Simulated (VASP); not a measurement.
The system is SnTe.

```
CELL_PARAMETERS angstrom
5.10693 0.00000 0.00000
2.55347 4.42273 0.00000
2.55347 1.47424 4.16979
ATOMIC_POSITIONS crystal
Sn 0.00000 0.00000 0.00000
Te 0.75000 0.75000 0.75000
```

- Program: VASP 6.6.1
- Task: relaxation of cell and atoms
- Functional: BLYP
- Dispersion: D3(BJ)
- Potentials or basis: VASP PAW PBE potentials, release 64 (Sn_d, Te)
- Cutoff: 500 eV
- k mesh: 4 × 4 × 4
- Occupations: gaussian, width 0.01 eV
- Spin: no spin polarisation

At the start: pressure -0.7 GPa; volume 47.09 Å³/atom.

Problem. How do energy, volume and symmetry change on relaxing?

Solution. Over 3 steps the energy falls by 2.7 meV/atom and the volume is 45.98 Å³/atom (-2.4 %); space group F-43m (No. 216, to 0.05 Å).

The path:
```csv
step,energy change (eV),largest force (eV/Å),pressure (GPa),volume (Å³)
1,0.0000,0.0000,-0.74,94.18
2,-0.0048,0.0000,0.30,91.25
3,-0.0055,0.0000,0.00,91.96
```

Final structure:
```xyz
2
Lattice="5.0664 0.0000 0.0000 2.5332 4.3876 0.0000 2.5332 1.4625 4.1367" Properties=species:S:1:pos:R:3 pbc="T T T"
Sn    0.0000    0.0000    0.0000
Te    7.5996    4.3876    3.1025
```

Caveat: the PAW data sets were made with another functional, which shifts forces and pressure a little.
